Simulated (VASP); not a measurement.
# Al36O (a cell with a defect) in VASP: a series of runs, part 2 of 2

VASP 6.6.1. Earlier steps stand in the parts before.

### Step 3. Single point, PBE

INCAR reads:

```
ALGO = Normal
EDIFF = 1E-6
ENCUT = 520
GGA = PE
ISIF = 2
ISMEAR = 1
LASPH = True
LCHARG = False
LREAL = Auto
LWAVE = False
NBANDS = 81
NELM = 60
PREC = Accurate
SIGMA = 0.1
```

KPOINTS reads:

```
k-points
0
Gamma
  2 2 2
```

POSCAR reads:

```
Al36O
1.0
    0.0000000000      6.0583944000      6.0583944000
    6.0583944000      0.0000000000      6.0583944000
    8.0778592000      8.0778592000      0.0000000000
Al O
36 1
Direct
    0.0018818517      0.0027437963     -0.0026320092
    0.0007691807      0.0038462336      0.2458866825
    0.0052688877     -0.0045071348      0.4999088125
    0.0007579566      0.0042871095      0.7482737506
    0.0044756908      0.3340620248     -0.0034279503
    0.0040800414      0.3324942826      0.2477710307
    0.0050760149      0.3346162970      0.4978483037
    0.0040816095      0.3340748169      0.7481177686
   -0.0008454385      0.6701509892      0.0011378015
   -0.0016996252      0.6687185965      0.2471256246
   -0.0082204949      0.6746941071      0.4929234221
   -0.0080769750      0.6761970630      0.7556326929
    0.3349042446     -0.0067366033      0.0042080456
    0.3364472277     -0.0043772324      0.2499945778
    0.3348822091     -0.0084168340      0.5001071942
    0.3352627554     -0.0096642767      0.7518500694
    0.3376280686      0.3326729603      0.0028427086
    0.3362687976      0.3316885411      0.2442498626
    0.3421635112      0.3141466822      0.4849967551
    0.3430561569      0.3154268893      0.7721737091
    0.3343521181      0.6659216508     -0.0002997081
    0.3308686044      0.6646025719      0.2516387634
    0.3266904347      0.6699703308      0.5003258165
    0.3311031550      0.6649929394      0.7515460903
    0.6688281965      0.0004539156     -0.0009305683
    0.6667623026     -0.0002368614      0.2491993176
    0.6707580807     -0.0025665216      0.4983031890
    0.6708929349     -0.0022337602      0.7494621842
    0.6742902047      0.3312123423     -0.0034281360
    0.6722834849      0.3319198730      0.2472427967
    0.6811572881      0.3282845864      0.4962747432
    0.6739647059      0.3328159025      0.7472644485
    0.6667064297      0.6669596321      0.0023680160
    0.6630891346      0.6642878021      0.2532316359
    0.6635484147      0.6645823521      0.4997512212
    0.6715968343      0.6636820310      0.7472045935
    0.3405212444      0.4170692486      0.5906932619
```

Potentials or basis: VASP PAW PBE potentials, release 64 (Al, O).

The run is started by

```console
$ cat potpaw_PBE.64/Al/POTCAR potpaw_PBE.64/O/POTCAR > POTCAR
$ mpirun -np 1 vasp_std > vasp.out
```

OUTCAR:

```text
EDIFF = 1E-6
   ENCUT = 520
   GGA = PE
   ISIF = 2
   ISMEAR = 1
   LASPH = True
   LREAL = Auto
   NELM = 60
   PREC = Accurate

 ion  position               nearest neighbor table
   1  0.002  0.003  0.997-  29 2.81  16 2.83   2 2.84   9 2.84   8 2.84   4 2.84   5 2.85  13 2.85
                            25 2.85  10 2.86  21 2.87  26 2.87
   2  0.001  0.004  0.246-  30 2.81  13 2.81  11 2.82   5 2.84   1 2.84   6 2.84  27 2.86  26 2.86
                            14 2.86  22 2.87  10 2.87   3 2.89
   3  0.005  0.995  0.500-  23 2.77  15 2.81  31 2.81  12 2.83  14 2.85  11 2.85   4 2.86  28 2.86
                            27 2.87   6 2.88   2 2.89   7 2.89
   4  0.001  0.004  0.748-  32 2.81  12 2.81  16 2.83   8 2.84   1 2.84   7 2.85  28 2.85  15 2.85
                            25 2.85   3 2.86  24 2.87   9 2.88
   5  0.004  0.334  0.997-  20 2.74   2 2.84   8 2.84  29 2.84  12 2.84   1 2.85  30 2.85   6 2.86
                            33 2.87  13 2.88   9 2.88  17 2.88
   6  0.004  0.332  0.248-  31 2.80  18 2.82  17 2.83   2 2.84  30 2.85  10 2.85   9 2.86   5 2.86
                            14 2.87   7 2.87  34 2.88   3 2.88
   7  0.005  0.335  0.498-  19 2.74  31 2.81  11 2.83  32 2.84   4 2.85   8 2.85  10 2.86  18 2.87
                             6 2.87  35 2.88  15 2.88   3 2.89
   8  0.004  0.334  0.748-  29 2.83  36 2.84  32 2.84   4 2.84   5 2.84   1 2.84   7 2.85  16 2.89
                            11 2.92  12 2.92  19 2.96  20 2.97
   9  0.999  0.670  0.001-  10 2.80  12 2.81  25 2.83   1 2.84  21 2.85  24 2.85  33 2.86   6 2.86
[... 40 lines left out ...]
                            18 2.86  26 2.86  33 2.88  21 2.89
  30  0.672  0.332  0.247-  19 2.78   2 2.81  33 2.83  34 2.84   6 2.85   5 2.85  29 2.86  26 2.86
                            27 2.87  31 2.87  22 2.89  18 2.90
  31  0.681  0.328  0.496-  37 2.39   6 2.80   7 2.81   3 2.81  35 2.83  34 2.83  32 2.86  28 2.86
                            30 2.87  27 2.87  23 2.98  20 3.03  19 3.03
  32  0.674  0.333  0.747-  20 2.78   4 2.81  36 2.82  35 2.84   8 2.84  29 2.84   7 2.84  31 2.86
                            25 2.86  28 2.87  24 2.89  17 2.90
  33  0.667  0.667  0.002-  12 2.80  13 2.82  30 2.83  34 2.84  25 2.85   9 2.86  28 2.86  22 2.86
                            21 2.87   5 2.87  29 2.88  36 2.91
  34  0.663  0.664  0.253-  14 2.82  35 2.82  31 2.83  33 2.84  30 2.84  23 2.85  22 2.85  10 2.86
                            26 2.87   9 2.88   6 2.88  25 2.89
  35  0.664  0.665  0.500-  15 2.81  11 2.82  34 2.82  31 2.83  32 2.84  36 2.86  23 2.86  24 2.86
                            26 2.87  27 2.87  10 2.88   7 2.88
  36  0.672  0.664  0.747-  32 2.82  11 2.83   8 2.84  16 2.84  29 2.85  12 2.85  27 2.85  35 2.86
                            28 2.87  21 2.89  24 2.89  33 2.91
  37  0.341  0.417  0.591-  19 1.81  20 1.81  23 1.84  31 2.39

  LATTYP: Found a base centered monoclinic cell.
 ALAT       =    14.8399749405
 B/A-ratio  =     0.5773502692
 C/A-ratio  =     0.7698003589
 COS(beta)  =    -0.5773502692

  Lattice vectors:

 A1 = (   0.0000000000,  -6.0583944000,  -6.0583944000)
 A2 = (  -6.0583944000,   0.0000000000,  -6.0583944000)
 A3 = (   8.0778592000,   8.0778592000,   0.0000000000)

Analysis of symmetry for initial positions (statically):
=====================================================================
 Subroutine PRICEL returns:
 Original cell was already a primitive cell.

 Routine SETGRP: Setting up the symmetry group for a
 base centered monoclinic supercell.

 Subroutine GETGRP returns: Found  1 space group operations
 (whereof  1 operations were pure point group operations)
 out of a pool of  4 trial point group operations.

The static configuration has the point symmetry C_1 .

Analysis of symmetry for dynamics (positions and initial velocities):
=====================================================================
 Subroutine PRICEL returns:
 Original cell was already a primitive cell.
[... 150 lines left out ...]
   NGXF,Y,Z  is equivalent  to a cutoff of  24.84, 24.84, 26.19 a.u.
 SYSTEM =  unknown system
   PREC   = accura    normal or accurate (medium, high low for compatibility)
   ISTART =      0    job   : 0-new  1-cont  2-samecut
   ICHARG =      2    charge: 1-file 2-atom 10-const
   ISPIN  =      1    spin polarized calculation?
   LNONCOLLINEAR =      F non collinear calculations
   LSORBIT =      F    spin-orbit coupling
   LASPH  =      T    aspherical Exc in radial PAW
   ENCUT  =  520.0 eV  38.22 Ry    6.18 a.u.  15.93 15.93 21.24*2*pi/ulx,y,z
   NELM   =     60;   NELMIN=  2; NELMDL= -5     # of ELM steps
   EDIFF  = 0.1E-05   stopping-criterion for ELM
   LREAL  =      T    real-space projection
   EDIFFG = 0.1E-04   stopping-criterion for IOM
   NSW    =      0    number of steps for IOM
   IBRION =     -1    ionic relax: 0-MD 1-quasi-New 2-CG
   NFREE  =      0    steps in history (QN), initial steepest desc. (CG)
   ISIF   =      2    stress and relaxation
   ISYM   =      2    0-nonsym 1-usesym 2-fastsym
   POTIM  = 0.5000    time-step for ionic-motion
   TEBEG  =    0.0;   TEEND  =   0.0 temperature during run
   PSTRESS=    0.0 pullay stress
   NELECT =     114.0000    total number of electrons
   NUPDOWN=      -1.0000    fix difference up-down
   EMIN   =  10.00;   EMAX   =-10.00  energy-range for DOS
   EFERMI =   0.00;   METHOD = LEGACY
   ISMEAR =     1;   SIGMA  =   0.10  broadening in eV -4-tet -1-fermi 0-gaus
   EFERMI_NEDOS =   21; number of points for ismear=-14 and -15
   IALGO  =     38    algorithm
   IMIX   =      4    mixing-type and parameters
     AMIX     =   0.40;   BMIX     =  1.00
     AMIX_MAG =   1.60;   BMIX_MAG =  1.00
  volume/ion in A,a.u.               =      16.03       108.15
  Fermi-wavevector in a.u.,A,eV,Ry     =   0.944850  1.785507 12.146474  0.892741
  Thomas-Fermi vector in A             =   2.072694
   LORBIT       =      0    0 simple, 1 ext, 2 COOP (PROOUT), +10 PAW based schemes
   GGA     = PE    functional components
   LHFCALC =     F    Hartree Fock is set to
   AEXX    =    0.0000 exact exchange contribution
   IVDW    =     0    specifies the selected vdW correction
   LEPSILON=     F    determine dielectric tensor
   LRPA    =     F    only Hartree local field effects (RPA)
 non-spin polarized calculation
 Methfessel and Paxton  Order N= 1 SIGMA  =   0.10
  energy-cutoff  :      520.00
  volume of cell :      592.98
 maximum number of plane-waves:     15989
 NGX is ok and might be reduce to    64
   NGX = 31   NGY = 31   NGZ = 43

 number of electron     113.9999999 magnetization

 Free energy of the ion-electron system (eV)
  ---------------------------------------------------
  ext. energy  EPLUGINS =         0.00000000
  ---------------------------------------------------
  free energy    TOTEN  =      -144.07892029 eV

  energy without entropy =     -144.08105367  energy(sigma->0) =     -144.07963142

 E-fermi :   8.2396     XC(G=0): -10.2587

 val. band max:        8.2009901491   @ k =   0.0000   0.5000   0.0000
 cond. band min:       8.2651764492   @ k =   0.0000   0.0000   0.5000
 fundamental gap:      0.0641863001
 Fermi energy:         8.2396420999

 k-point     1 :       0.0000    0.0000    0.0000
  band No.  band energies     occupation
      1     -12.8180      2.00000
      2      -2.9600      2.00000
      3      -1.5596      2.00000
      4      -1.2451      2.00000
      5      -0.8328      2.00000
      6      -0.4956      2.00000
[... 565 lines left out ...]
     68       9.8144     -0.00000
     69      10.0313     -0.00000
 [bands above 69 left out]

------------------------ aborting loop because EDIFF is reached ----------------------------------------

  FORCE on cell =-STRESS in cart. coord.  units (eV):
  Direction    XX          YY          ZZ          XY          YZ          ZX
  --------------------------------------------------------------------------------------
  -------------------------------------------------------------------------------------
  Total        5.7987657      6.3340334      5.6442685      5.4944068     -0.1982440      0.0563862
  in kB       15.6676834     17.1139228     15.2502473     14.8453360     -0.5356354      0.1523499
  external PRESSURE =      16.0106179 kB  Pullay stress =       0.0000000 kB

 VOLUME and BASIS-vectors are now :
 -----------------------------------------------------------------------------
  energy-cutoff  :      520.00
  volume of cell :      592.98
      direct lattice vectors                 reciprocal lattice vectors
     0.000000000  6.058394400  6.058394400    -0.082530117  0.082530117  0.082530117
     6.058394400  0.000000000  6.058394400     0.082530117 -0.082530117  0.082530117
     8.077859200  8.077859200  0.000000000     0.061897588  0.061897588 -0.061897588

 POSITION                                       TOTAL-FORCE (eV/Angst)
 -----------------------------------------------------------------------------------
      8.07322      8.06800      0.02802        -0.002036      0.021012     -0.053253
      2.00954      1.99090      0.02796         0.010730      0.019489     -0.020084
     10.06928      4.07011      6.06301         0.022572     -0.032507      0.001302
      6.07042      6.04904      0.03057        -0.020326     -0.007487     -0.055919
     10.07405      8.07728      2.05100         0.009179      0.010283     -0.043106
      4.01584      2.02618      2.03910         0.006444      0.006024     -0.021283
[... 29 lines left out ...]
     10.05666     10.10461      8.08965         0.035034     -0.041652     -0.027412
      7.29831      6.83455      4.58978        -0.346581      0.378932      0.863659
 -----------------------------------------------------------------------------------
    total drift:                               -0.003521     -0.001373     -0.012120

  FREE ENERGIE OF THE ION-ELECTRON SYSTEM (eV)
  ---------------------------------------------------
  free  energy   TOTEN  =      -144.0789202950 eV

  energy  without entropy=     -144.0810536731  energy(sigma->0) =     -144.07963142
```

Wall time 25 min (1 thread of Oxide Virtual Turin-like, shared host); peak memory 0.79 GiB.

What came out:

```yaml
Free_energy: -144.0789 eV
Pressure: 1.6 GPa
Largest_force: 1.005 eV/Å
Band_gap_on_the_k_mesh: zero (bands 57 and 58 overlap by 0.78 eV)
```

Forces in eV/Å, atoms in the order of the input:
```
Al  -0.002  0.021 -0.053
Al   0.011  0.019 -0.020
Al   0.023 -0.033  0.001
Al  -0.020 -0.007 -0.056
Al   0.009  0.010 -0.043
Al   0.006  0.006 -0.021
Al  -0.007 -0.004 -0.046
Al   0.015 -0.010 -0.190
Al  -0.008 -0.002 -0.010
Al   0.003  0.014 -0.018
Al   0.006  0.081 -0.028
Al  -0.081 -0.007 -0.027
Al   0.007  0.002 -0.024
Al   0.006 -0.034  0.015
Al   0.017  0.004  0.005
Al   0.072 -0.065  0.040
Al   0.003 -0.001 -0.005
Al   0.002 -0.005 -0.002
Al   0.070 -0.047 -0.131
Al   0.053 -0.089 -0.151
Al   0.009 -0.020 -0.002
Al  -0.007 -0.045 -0.005
Al   0.088 -0.092  0.191
Al   0.031 -0.008  0.008
Al  -0.004  0.014 -0.030
Al  -0.004 -0.004 -0.009
Al   0.000 -0.006 -0.011
Al   0.006 -0.003 -0.009
Al   0.009  0.000 -0.023
Al   0.037  0.015 -0.042
Al   0.023 -0.035 -0.078
Al  -0.012 -0.051 -0.062
Al  -0.018  0.016  0.013
Al  -0.011  0.013 -0.013
Al  -0.018  0.016  0.000
Al   0.035 -0.042 -0.027
O   -0.347  0.379  0.864
```

Stress tensor (GPa, compression positive):
```
 1.57  1.48  0.02
 1.48  1.71 -0.05
 0.02 -0.05  1.53
```

Levels at points of the mesh, in eV from the Fermi level:
```
           k point  band 52  band 53  band 54  band 55  band 56  band 57  band 58  band 59  band 60  band 61
(0.00, 0.00, 0.00)    -0.99    -0.95    -0.88    -0.64    -0.58    -0.17     0.24     0.26     0.31     0.34
(0.50, 0.00, 0.00)    -0.84    -0.79    -0.64    -0.61    -0.40    -0.08    -0.04     0.47     0.58     0.68
(0.00, 0.50, 0.00)    -0.82    -0.80    -0.67    -0.62    -0.36    -0.09    -0.04     0.48     0.60     0.69
(0.50, 0.50, 0.00)    -0.89    -0.85    -0.71    -0.47    -0.29     0.14     0.18     0.41     0.48     0.51
(0.00, 0.00, 0.50)    -1.19    -1.01    -0.90    -0.81    -0.75    -0.68    -0.50    -0.42    -0.22     0.03
(0.50, 0.00, 0.50)    -1.20    -1.05    -0.80    -0.35    -0.17     0.28     0.42     0.53     0.59     0.89
(0.00, 0.50, 0.50)    -1.22    -1.07    -0.81    -0.30    -0.17     0.28     0.45     0.49     0.59     0.94
(0.50, 0.50, 0.50)    -0.82    -0.74    -0.44    -0.38     0.10     0.25     0.40     0.60     0.65     0.76
```

Caveat: the k points lie up to 0.45 Å⁻¹ apart, too coarse for converged energies and pressures of a metal.

The gap in the log of VASP goes by the Fermi energy; the results here count the filled bands.